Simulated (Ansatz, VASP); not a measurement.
# BP in VASP and in Ansatz

INCAR

```
PREC = Accurate
ENCUT = 520
EDIFF = 1E-6
ISMEAR = 0
SIGMA = 0.05
LREAL = F
LASPH = T
NELM = 80
ALGO = Normal
ISIF = 2
LWAVE = F
LCHARG = T
GGA = PE
LELF = T
LVHAR = T
NBANDS = 11
```

KPOINTS

```
Automatic mesh
0
Gamma
  12 12 12
```

Contents of POSCAR:

```
BP
1.0
    0.0000000000      2.2935993595      2.2032654750
    2.2032654750      0.0000000000      2.2032654750
    2.2032654750      2.2935993595      0.0000000000
B P
1 1
Direct
    0.0000000000      0.0000000000      0.0000000000
    0.7500000000      0.7500000000      0.7500000000
```

Input for Ansatz:

```yaml
crystal:
  lattice:
    - [0.0, 2.2935993595, 2.203265475]
    - [2.203265475, 0.0, 2.203265475]
    - [2.203265475, 2.2935993595, 0.0]
  atoms:
    - { symbol: B, position: [0.0, 0.0, 0.0] }
    - { symbol: P, position: [0.75, 0.75, 0.75] }
basis:
  ecutwfc: 520.0
kpoints:
  mp_grid: { grid: [12, 12, 12] }
hamiltonian:
  xc: pbe
scf:
  occupations: { method: gaussian, width: 0.05 }
output:
  forces: true
  stress: true
  eigenvalues: true
```

Alike in both runs: task single point; functional PBE; k mesh 12 × 12 × 12; occupations gaussian, width 0.05 eV; no spin polarisation.

```csv
,VASP,Ansatz
version,VASP 6.6.1,Ansatz 0.2.0
potentials or method,"VASP PAW PBE potentials, release 64 (B, P), cutoff 520 eV","scalar-relativistic, plane waves, PAW"
valence electrons in the cell,8,8
```

Ansatz gave:

| Quantity | Value |
| --- | --- |
| gap on the k mesh at the Fermi level (eV) | 0.86 |
| least direct gap on the mesh (eV) | 3.28 |
| pressure (GPa) | 9.8 |
| traceless stress, the component that is largest in VASP (GPa) | -7.87 |

Q: Which values does VASP return?

A: gap on the k mesh at the Fermi level (eV): 0.86; least direct gap on the mesh (eV): 3.27; pressure (GPa): 9.5; traceless stress, the component that is largest in VASP (GPa): -7.88.
